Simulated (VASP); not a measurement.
# Ti2B3 (P4/mmm) in VASP: a series of runs

Runs on Ti2B3. Level: PBE. Tasks: relaxation of cell and atoms, single point.

All numbers are computed with VASP 6.6.1; they aren't measurements. Logs are shortened: lines on timing, memory, paths and dates and some standing lists are left out, and cuts for length are marked.

## Step 1: The cell of the first run

The structure is tetragonal, space group P4/mmm (No. 123). The conventional cell has a = 4.506 Å, b = 4.506 Å, c = 3.071 Å, α = 90.00°, β = 90.00°, γ = 90.00°. Within 3.0 Å of Ti (site symmetry mmm) lie 6 B at 2.25 to 2.38 Å. Within 2.0 Å of B (site symmetry 4mm) lie 2 B at 1.52 to 1.55 Å. Within 3.0 Å of B (site symmetry 4/mmm) lie 4 Ti at 2.25 Å.

## Step 2: Relaxation of cell and atoms, PBE

INCAR reads:

```
SYSTEM = Ti2B3
ALGO     = Normal         ! electronic algorithm
EDIFF    = 1E-6           ! SCF threshold, eV
EDIFFG   = -0.04          ! ionic threshold
ENCUT    = 600            ! plane-wave cutoff, eV
GGA      = PE             ! functional
IBRION   = 2              ! ionic algorithm
ISIF     = 3              ! what is computed and relaxed
ISMEAR   = 0              ! smearing method
LASPH    = .TRUE.         ! aspherical terms in the spheres
LCHARG   = .FALSE.        ! write CHGCAR
LREAL    = .FALSE.        ! projectors in reciprocal space
LWAVE    = .FALSE.        ! write WAVECAR
NELM     = 100            ! most SCF steps
NSW      = 90             ! ionic steps
PREC     = Accurate       ! precision mode
SIGMA    = 0.1            ! smearing width, eV
```

KPOINTS reads:

```
k-points
0
G
  4 4 6
  0 0 0
```

POSCAR reads:

```
Ti2B3
1.0
    4.5055794178      0.0000000000      0.0000000000
    0.0000000000      4.5055794178      0.0000000000
    0.0000000000      0.0000000000      3.0711027949
Ti B
2 3
Direct
    0.0000000000      0.5000000000      0.0000000000
    0.5000000000      0.0000000000      0.0000000000
    0.5000000000      0.5000000000      0.7522119548
    0.5000000000      0.5000000000      0.2477880452
    0.0000000000      0.0000000000      0.0000000000
```

Potentials or basis: VASP PAW PBE potentials, release 64 (Ti_sv, B).

On the command line:

```console
> cat potpaw_PBE.64/Ti_sv/POTCAR potpaw_PBE.64/B/POTCAR > POTCAR
> mpirun -np 1 vasp_std > vasp.out
```

OUTCAR:

```text
SYSTEM = Ti2B3
   EDIFF = 1E-6
   EDIFFG = -0.04
   ENCUT = 600
   GGA = PE
   IBRION = 2
   ISIF = 3
   ISMEAR = 0
   LASPH = .TRUE.
   LREAL = .FALSE.
   NELM = 100
   NSW = 90
   PREC = Accurate

 ion  position               nearest neighbor table
   1  0.000  0.500  0.000-   5 2.25   5 2.25   3 2.38   4 2.38   3 2.38   4 2.38
   2  0.500  0.000  0.000-   5 2.25   5 2.25   3 2.38   3 2.38   4 2.38   4 2.38
   3  0.500  0.500  0.752-   4 1.52   4 1.55   1 2.38   2 2.38   2 2.38   1 2.38
   4  0.500  0.500  0.248-   3 1.52   3 1.55   2 2.38   1 2.38   2 2.38   1 2.38
   5  0.000  0.000  0.000-   1 2.25   2 2.25   1 2.25   2 2.25

  LATTYP: Found a simple tetragonal cell.
 ALAT       =     4.5055794178
 C/A-ratio  =     0.6816221645

  Lattice vectors:

 A1 = (   4.5055794178,   0.0000000000,   0.0000000000)
 A2 = (   0.0000000000,   4.5055794178,   0.0000000000)
 A3 = (   0.0000000000,   0.0000000000,   3.0711027949)

Analysis of symmetry for initial positions (statically):
=====================================================================
 Subroutine PRICEL returns:
 Original cell was already a primitive cell.

 Routine SETGRP: Setting up the symmetry group for a
 simple tetragonal supercell.

 Subroutine GETGRP returns: Found 16 space group operations
 (whereof 16 operations were pure point group operations)
 out of a pool of 16 trial point group operations.

The static configuration has the point symmetry D_4h.

Analysis of symmetry for dynamics (positions and initial velocities):
=====================================================================
 Subroutine PRICEL returns:
 Original cell was already a primitive cell.

 Routine SETGRP: Setting up the symmetry group for a
 simple tetragonal supercell.

 Subroutine GETGRP returns: Found 16 space group operations
 (whereof 16 operations were pure point group operations)
 out of a pool of 16 trial point group operations.

The dynamic configuration has the point symmetry D_4h.

 Subroutine INISYM returns: Found 16 space group operations
 (whereof 16 operations are pure point group operations),
 and found     1 'primitive' translations

----------------------------------------------------------------------------------------

                                     Primitive cell

  volume of cell :      62.3441

  direct lattice vectors                    reciprocal lattice vectors
     4.505579418  0.000000000  0.000000000     0.221947037  0.000000000  0.000000000
     0.000000000  4.505579418  0.000000000     0.000000000  0.221947037  0.000000000
     0.000000000  0.000000000  3.071102795     0.000000000  0.000000000  0.325615932

  length of vectors
     4.505579418  4.505579418  3.071102795     0.221947037  0.221947037  0.325615932

  position of ions in fractional coordinates (direct lattice)
     0.000000000  0.500000000  0.000000000
     0.500000000  0.000000000  0.000000000
     0.500000000  0.500000000  0.752211955
     0.500000000  0.500000000  0.247788045
     0.000000000  0.000000000  0.000000000

  ion indices of the primitive-cell ions
   primitive index   ion index
                 1           1
                 2           2
                 3           3
                 4           4
                 5           5

----------------------------------------------------------------------------------------

 KPOINTS: k-points

Automatic generation of k-mesh.
 Grid dimensions read from file:
 generate k-points for:    4    4    6

 Generating k-lattice:

  Cartesian coordinates                     Fractional coordinates (reciprocal lattice)
     0.055486759  0.000000000  0.000000000     0.250000000  0.000000000  0.000000000
     0.000000000  0.055486759  0.000000000     0.000000000  0.250000000  0.000000000
     0.000000000  0.000000000  0.054269322     0.000000000  0.000000000  0.166666667

  Length of vectors
     0.055486759  0.055486759  0.054269322

  Shift w.r.t. Gamma in fractional coordinates (k-lattice)
     0.000000000  0.000000000  0.000000000

 Subroutine IBZKPT returns following result:
 ===========================================

 Found     24 irreducible k-points:

 Following reciprocal coordinates:
            Coordinates               Weight
  0.000000  0.000000  0.000000      1.000000
  0.250000  0.000000  0.000000      4.000000
  0.500000  0.000000  0.000000      2.000000
  0.250000  0.250000  0.000000      4.000000
  0.500000  0.250000  0.000000      4.000000
  0.500000  0.500000  0.000000      1.000000
[... 16 lines left out ...]
  0.500000  0.250000  0.500000      4.000000
  0.500000  0.500000  0.500000      1.000000
   k-points           NKPTS =     24   k-points in BZ     NKDIM =     24   number of bands    NBANDS=     20
   number of dos      NEDOS =    301   number of ions     NIONS =      5
   total plane-waves  NPLWV =  36288
   dimension x,y,z NGX =    36 NGY =   36 NGZ =   28
   dimension x,y,z NGXF=    72 NGYF=   72 NGZF=   56
   ions per type =               2   3
   NGX,Y,Z   is equivalent  to a cutoff of  13.28, 13.28, 15.16 a.u.
   NGXF,Y,Z  is equivalent  to a cutoff of  26.57, 26.57, 30.31 a.u.
 SYSTEM =  Ti2B3
   PREC   = accura    normal or accurate (medium, high low for compatibility)
   ISTART =      0    job   : 0-new  1-cont  2-samecut
   ICHARG =      2    charge: 1-file 2-atom 10-const
   ISPIN  =      1    spin polarized calculation?
   LNONCOLLINEAR =      F non collinear calculations
   LSORBIT =      F    spin-orbit coupling
   LASPH  =      T    aspherical Exc in radial PAW
   ENCUT  =  600.0 eV  44.10 Ry    6.64 a.u.   9.00  9.00  6.13*2*pi/ulx,y,z
   NELM   =    100;   NELMIN=  2; NELMDL= -5     # of ELM steps
   EDIFF  = 0.1E-05   stopping-criterion for ELM
   LREAL  =      F    real-space projection
   EDIFFG = -.4E-01   stopping-criterion for IOM
   NSW    =     90    number of steps for IOM
   IBRION =      2    ionic relax: 0-MD 1-quasi-New 2-CG
   NFREE  =      1    steps in history (QN), initial steepest desc. (CG)
   ISIF   =      3    stress and relaxation
   ISYM   =      2    0-nonsym 1-usesym 2-fastsym
   POTIM  = 0.5000    time-step for ionic-motion
   TEBEG  =    0.0;   TEEND  =   0.0 temperature during run
   PSTRESS=    0.0 pullay stress
   NELECT =      33.0000    total number of electrons
   NUPDOWN=      -1.0000    fix difference up-down
   EMIN   =  10.00;   EMAX   =-10.00  energy-range for DOS
   EFERMI =   0.00;   METHOD = LEGACY
   ISMEAR =     0;   SIGMA  =   0.10  broadening in eV -4-tet -1-fermi 0-gaus
   EFERMI_NEDOS =   21; number of points for ismear=-14 and -15
   IALGO  =     38    algorithm
   IMIX   =      4    mixing-type and parameters
     AMIX     =   0.40;   BMIX     =  1.00
     AMIX_MAG =   1.60;   BMIX_MAG =  1.00
  volume/ion in A,a.u.               =      12.47        84.14
  Fermi-wavevector in a.u.,A,eV,Ry     =   1.324283  2.502533 23.860897  1.753726
  Thomas-Fermi vector in A             =   2.453829
   LORBIT       =      0    0 simple, 1 ext, 2 COOP (PROOUT), +10 PAW based schemes
   GGA     = PE    functional components
   LHFCALC =     F    Hartree Fock is set to
   AEXX    =    0.0000 exact exchange contribution
   IVDW    =     0    specifies the selected vdW correction
   LEPSILON=     F    determine dielectric tensor
   LRPA    =     F    only Hartree local field effects (RPA)
 conjugate gradient relaxation of ions
 non-spin polarized calculation
 Gauss-broadening in eV      SIGMA  =   0.10
  energy-cutoff  :      600.00
  volume of cell :       62.34
 maximum number of plane-waves:      2096
 NGX is ok and might be reduce to    36
   NGX = 17   NGY = 17   NGZ = 13

 number of electron      32.9999994 magnetization

 Free energy of the ion-electron system (eV)
  ---------------------------------------------------
  ext. energy  EPLUGINS =         0.00000000
  ---------------------------------------------------
  free energy    TOTEN  =       -34.35936443 eV

  energy without entropy =      -34.32660467  energy(sigma->0) =      -34.34298455

 E-fermi :   6.0928     XC(G=0): -11.0522

 val. band max:        6.0730736513   @ k =   0.2500   0.2500   0.5000
 cond. band min:       6.1478872631   @ k =   0.5000   0.5000   0.3333
 fundamental gap:      0.0748136118
 Fermi energy:         6.0928295181

 k-point     1 :       0.0000    0.0000    0.0000
  band No.  band energies     occupation
      1     -50.5589      2.00000
      2     -50.5301      2.00000
      3     -26.9662      2.00000
      4     -26.9405      2.00000
      5     -26.7831      2.00000
      6     -26.7831      2.00000
[... 12 lines left out ...]
     19       7.6179      0.00000
     20       7.6179      0.00000

 k-point     2 :       0.2500    0.0000    0.0000
  band No.  band energies     occupation
      1     -50.5547      2.00000
      2     -50.5343      2.00000
      3     -26.9624      2.00000
      4     -26.9443      2.00000
      5     -26.7688      2.00000
      6     -26.7664      2.00000
[... 12 lines left out ...]
     19       7.3953      0.00000
     20       7.9363      0.00000

 k-point     3 :       0.5000    0.0000    0.0000
  band No.  band energies     occupation
      1     -50.5445      2.00000
      2     -50.5445      2.00000
      3     -26.9535      2.00000
      4     -26.9531      2.00000
      5     -26.7499      2.00000
      6     -26.7447      2.00000
[... 12 lines left out ...]
     19       7.5089      0.00000
     20       7.5140      0.00000

 k-point     4 :       0.2500    0.2500    0.0000
  band No.  band energies     occupation
      1     -50.5517      2.00000
      2     -50.5373      2.00000
      3     -26.9597      2.00000
      4     -26.9469      2.00000
      5     -26.8091      2.00000
      6     -26.7081      2.00000
[... 12 lines left out ...]
     19       7.4497      0.00000
     20       7.8316      0.00000

 k-point     5 :       0.5000    0.2500    0.0000
  band No.  band energies     occupation
      1     -50.5445      2.00000
      2     -50.5445      2.00000
      3     -26.9534      2.00000
      4     -26.9532      2.00000
      5     -26.8200      2.00000
      6     -26.7075      2.00000
[... 12 lines left out ...]
     19       7.1387      0.00000
     20       8.1308      0.00000
[... 353 lines left out ...]
      6     -26.7201      2.00000
[... 12 lines left out ...]
     19       7.3295      0.00000
     20       7.6093      0.00000

 k-point    22 :       0.2500    0.2500    0.5000
  band No.  band energies     occupation
      1     -50.5305      2.00000
      2     -50.5164      2.00000
      3     -27.1668      2.00000
      4     -27.1475      2.00000
      5     -26.7810      2.00000
      6     -26.6854      2.00000
[... 12 lines left out ...]
     19       7.3618      0.00000
     20       8.0006      0.00000

 k-point    23 :       0.5000    0.2500    0.5000
  band No.  band energies     occupation
      1     -50.5235      2.00000
      2     -50.5234      2.00000
      3     -27.1571      2.00000
      4     -27.1570      2.00000
      5     -26.7913      2.00000
      6     -26.6826      2.00000
[... 12 lines left out ...]
     19       7.6051      0.00000
     20       7.7088      0.00000

 k-point    24 :       0.5000    0.5000    0.5000
  band No.  band energies     occupation
      1     -50.5234      2.00000
      2     -50.5234      2.00000
      3     -27.1569      2.00000
      4     -27.1569      2.00000
      5     -26.8201      2.00000
      6     -26.7092      2.00000
[... 12 lines left out ...]
     19       7.3303      0.00000
     20       7.8920      0.00000

------------------------ aborting loop because EDIFF is reached ----------------------------------------

  FORCE on cell =-STRESS in cart. coord.  units (eV):
  Direction    XX          YY          ZZ          XY          YZ          ZX
  --------------------------------------------------------------------------------------
  -------------------------------------------------------------------------------------
  Total        0.0899762      0.0899762     -0.0610795      0.0000000      0.0000000     -0.0000000
  in kB        2.3122904      2.3122904     -1.5696781      0.0000000      0.0000000     -0.0000000
  external PRESSURE =       1.0183009 kB  Pullay stress =       0.0000000 kB

 VOLUME and BASIS-vectors are now :
 -----------------------------------------------------------------------------
  energy-cutoff  :      600.00
  volume of cell :       62.34
      direct lattice vectors                 reciprocal lattice vectors
     4.505579418  0.000000000  0.000000000     0.221947037  0.000000000  0.000000000
     0.000000000  4.505579418  0.000000000     0.000000000  0.221947037  0.000000000
     0.000000000  0.000000000  3.071102795     0.000000000  0.000000000  0.325615932

 POSITION                                       TOTAL-FORCE (eV/Angst)
 -----------------------------------------------------------------------------------
      0.00000      2.25279      0.00000         0.000000      0.000000      0.000000
      2.25279      0.00000      0.00000         0.000000      0.000000      0.000000
      2.25279      2.25279      2.31012         0.000000     -0.000000     -0.002734
      2.25279      2.25279      0.76098         0.000000      0.000000      0.002734
      0.00000      0.00000      0.00000         0.000000      0.000000      0.000000
 -----------------------------------------------------------------------------------
    total drift:                                0.000000     -0.000000     -0.000000

  FREE ENERGIE OF THE ION-ELECTRON SYSTEM (eV)
  ---------------------------------------------------
  free  energy   TOTEN  =       -34.3593644294 eV

  energy  without entropy=      -34.3266046728  energy(sigma->0) =      -34.34298455

 reached required accuracy - stopping structural energy minimisation
```

Run time: 18 s. Hardware: 1 thread of Intel Xeon 6975P-C (Granite Rapids), shared host; peak memory 0.19 GiB.

Results:

```yaml
Free_energy: -34.3594 eV
Pressure_after_relaxing: 0.1 GPa
```

Forces in eV/Å, atoms in the order of the input:
```
Ti   0.000  0.000  0.000
Ti   0.000  0.000  0.000
B    0.000  0.000 -0.003
B    0.000  0.000  0.003
B    0.000  0.000  0.000
```

Final structure:
```
Ti B
1.0
     4.50558    0.00000    0.00000
     0.00000    4.50558    0.00000
     0.00000    0.00000    3.07110
Ti B
2 3
Direct
  0.00000 0.50000 0.00000
  0.50000 0.00000 0.00000
  0.50000 0.50000 0.75221
  0.50000 0.50000 0.24779
  0.00000 0.00000 0.00000
```

Caveat: the relaxation stopped at its first step, so nothing moved.

## Step 3: Relaxation of cell and atoms, PBE

This run uses another cell than the first one, of 11.54 Å³/atom, 0.925 times its volume.

INCAR reads:

```
SYSTEM = Ti2B3
PREC     = Accurate       ! precision mode
ENCUT    = 600            ! plane-wave cutoff, eV
EDIFF    = 1E-7           ! SCF threshold, eV
ISMEAR   = 0              ! smearing method
SIGMA    = 0.1            ! smearing width, eV
LREAL    = .False.        ! projectors in reciprocal space
LASPH    = .True.         ! aspherical terms in the spheres
NELM     = 100            ! most SCF steps
ALGO     = Normal         ! electronic algorithm
ISIF     = 3              ! what is computed and relaxed
LWAVE    = .False.        ! write WAVECAR
LCHARG   = .False.        ! write CHGCAR
GGA      = PE             ! functional
IBRION   = 2              ! ionic algorithm
NSW      = 90             ! ionic steps
EDIFFG   = -0.04          ! ionic threshold
```

KPOINTS reads:

```
Automatic mesh
0
Gamma
  6 6 4
  0 0 0
```

POSCAR reads:

```
Ti2B3
1.0
    3.4629404300      0.0000000000      0.0000000000
    0.0000000000      3.4629404300      0.0000000000
    0.0000000000      0.0000000000      4.8107078400
Ti B
2 3
Direct
    0.0000000000      0.5000000000      0.0000000000
    0.5000000000      0.0000000000      0.0000000000
    0.5000000000      0.5000000000      0.8237833600
    0.5000000000      0.5000000000      0.1762166400
    0.0000000000      0.0000000000      0.0000000000
```

Potentials or basis: VASP PAW PBE potentials, release 64 (Ti_sv, B).

On the command line:

```console
> cat potpaw_PBE.64/Ti_sv/POTCAR potpaw_PBE.64/B/POTCAR > POTCAR
> mpirun -np 1 vasp_std > vasp.out
```

It took 11 min on 1 thread of Intel Xeon 6975P-C (Granite Rapids), shared host; peak memory 0.2 GiB.

The run converged. Its results:

* Free energy: -34.4496 eV
* Relaxed volume: 12.45 Å³/atom
* Relaxed cell: a = 4.503 Å, b = 4.503 Å, c = 3.070 Å, α = 90.00°, β = 90.00°, γ = 90.00°
* Space group after relaxing (to 0.05 Å): P4/mmm (No. 123)
* Energy gained by relaxing: 2916.5 meV/atom
* Ionic steps: 34
* Pressure after relaxing: 0.0 GPa
* Largest force after relaxing: 0.004 eV/Å

Forces in eV/Å, atoms in the order of the input:
```
Ti   0.000  0.000  0.000
Ti   0.000  0.000  0.000
B    0.000  0.000 -0.004
B    0.000  0.000  0.004
B    0.000  0.000  0.000
```

Stress tensor (GPa, compression positive):
```
 0.04  0.00  0.00
 0.00  0.04  0.00
 0.00  0.00 -0.19
```

Step by step:
```tsv
step	energy change (eV)	largest force (eV/Å)	pressure (GPa)	volume (Å³)
1	0.0000	4.8945	110.02	57.69
2	-4.4614	2.3739	-19.89	146.25
3	-11.2038	2.2554	-6.27	93.63
4	-11.2519	2.1525	-4.02	91.62
5	-11.2610	2.0912	-2.71	90.56
6	-11.9908	0.9306	-3.78	88.24
7	-12.0870	1.0960	-3.29	87.02
8	-12.0905	0.4622	-3.50	87.32
9	-12.0915	0.6063	-3.46	87.25
10	-12.2147	1.3252	-0.46	82.51
11	-12.3283	3.0193	8.77	72.93
12	-12.3429	3.0334	9.04	72.56
13	-12.3866	3.0853	9.87	71.45
14	-12.4751	3.2444	11.69	69.25
15	-12.6557	3.6400	16.10	64.95
16	-12.7995	4.0479	31.04	56.70
17	-12.9285	3.3370	32.04	55.65
18	-13.0486	0.0249	37.79	52.51
19	-13.0667	1.5771	35.36	53.53
20	-13.2527	1.3108	31.71	54.21
21	-13.7085	0.5937	21.70	56.30
22	-14.2237	0.5702	5.89	60.62
23	-14.0649	2.1136	-13.03	69.82
24	-14.3161	1.3445	-3.88	64.44
25	-14.3195	1.2540	-2.72	63.91
26	-14.3763	0.7814	-2.94	63.89
27	-14.4873	0.9697	-3.01	63.80
28	-14.4939	1.8952	-2.74	63.75
29	-14.5356	1.7066	-2.29	63.45
30	-14.5558	1.3978	-1.64	63.09
31	-14.5780	0.2681	-1.49	62.92
32	-14.5795	0.1093	-1.41	62.86
33	-14.5812	0.0743	-0.99	62.67
34	-14.5827	0.0039	-0.04	62.25
```

Final structure:
```
Ti B
1.0
     4.50269    0.00000    0.00000
     0.00000    4.50269    0.00000
     0.00000    0.00000    3.07035
Ti B
2 3
Cartesian
  0.0000 2.2513 0.0000
  2.2513 0.0000 0.0000
  2.2513 2.2513 2.3092
  2.2513 2.2513 0.7611
  0.0000 0.0000 0.0000
```

Levels at points of the mesh, in eV from the Fermi level:
```
           k point  band 13  band 14  band 15  band 16  band 17  band 18  band 19  band 20
(0.00, 0.00, 0.00)    -3.49    -0.69    -0.35    -0.06     1.14     1.14     2.32     2.32
(0.50, 0.00, 0.00)    -3.57    -1.98    -1.33    -0.47    -0.15     1.22     1.35     1.37
(0.50, 0.50, 0.00)    -3.74    -1.76    -1.76    -0.52    -0.52     0.53     0.76     2.30
(0.00, 0.00, 0.50)    -2.40    -0.98    -0.28    -0.28    -0.12     0.95     0.95     2.09
(0.50, 0.00, 0.50)    -2.03    -1.78    -1.29    -0.83    -0.26     0.30     1.20     1.45
(0.50, 0.50, 0.50)    -3.13    -2.92    -1.04    -1.04    -0.75    -0.75     1.17     1.62
```

Caveat: this functional lacks dispersion, which binds the layers, so the pressure and a relaxed spacing across them are unreliable.

(Continued in part 2 of 2.)
